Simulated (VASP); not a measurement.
Write the native input for VASP 6.6.1 that does the following.

| Item | Value |
| --- | --- |
| Task | single point |
| Functional | r2SCAN |
| Potentials or basis | VASP PAW PBE potentials, release 64 (Pb_d, O) |
| Cutoff | 520 eV |
| k mesh | 8 × 8 × 8 |
| Occupations | fermi-dirac, width 0.02 eV |
| Spin | no spin polarisation |
| Dipole correction | no |
| Further INCAR settings | ALGO = Normal; EDIFF = 1e-07; NBANDS = 17 |

The system is PbO.

```
Pb O
1.0
     3.23692    0.00000    0.00000
     0.00000    3.23692    0.00000
     0.00000    0.00000    3.16306
Pb O
1 1
Direct
  0.00000 0.00000 0.00000
  0.50000 0.50000 0.50000
```

This cell differs from its parent crystal: epitaxial xy strain +1.8%.

One way to write it, as run:

POSCAR

```
PbO
1.0
    3.2369182752      0.0000000000      0.0000000000
    0.0000000000      3.2369182752      0.0000000000
    0.0000000000      0.0000000000      3.1630617435
Pb O
1 1
Direct
    0.0000000000      0.0000000000      0.0000000000
    0.5000000000      0.5000000000      0.5000000000
```

INCAR.step1

```
SYSTEM = PbO
  PREC = Accurate
  ENCUT = 520
  ISMEAR = -1
  SIGMA = 0.02
  LREAL = .False.
  LASPH = .True.
  NELM = 60
  NBANDS = 17
  GGA = PE
  ALGO = Normal
  EDIFF = 1E-4
  LWAVE = .True.
  LCHARG = .False.
```

INCAR.step2

```
SYSTEM = PbO
  PREC = Accurate
  ENCUT = 520
  EDIFF = 1E-7
  ISMEAR = -1
  SIGMA = 0.02
  LREAL = .False.
  LASPH = .True.
  NELM = 60
  ALGO = Normal
  ISIF = 2
  LWAVE = .False.
  LCHARG = .False.
  METAGGA = R2SCAN
  LMIXTAU = .True.
  NBANDS = 17
  ISTART = 1
```

KPOINTS

```
regular mesh
0
Gamma
  8 8 8
  0 0 0
```

Potentials or basis: VASP PAW PBE potentials, release 64 (Pb_d, O).

Command:

```console
$ cat potpaw_PBE.64/Pb_d/POTCAR potpaw_PBE.64/O/POTCAR > POTCAR
$ cp INCAR.step1 INCAR
$ mpirun -np 1 vasp_std > vasp.out
$ cp INCAR.step2 INCAR
$ mpirun -np 1 vasp_std > vasp.out
```

It gave:

- Pressure: -2.9 GPa
- Band gap on the k mesh: 0.31 eV, indirect (least direct gap 0.34 eV)

Caveat: the cell differs from its parent crystal (epitaxial xy strain +1.8%); the PAW data sets were made with another functional, which shifts forces and pressure a little; spin-orbit coupling is left out, which moves the levels of the heavy elements.

Wall time 110 s on 1 thread of Intel Xeon 8259CL, with other jobs on the host, peak memory 0.17 GiB.
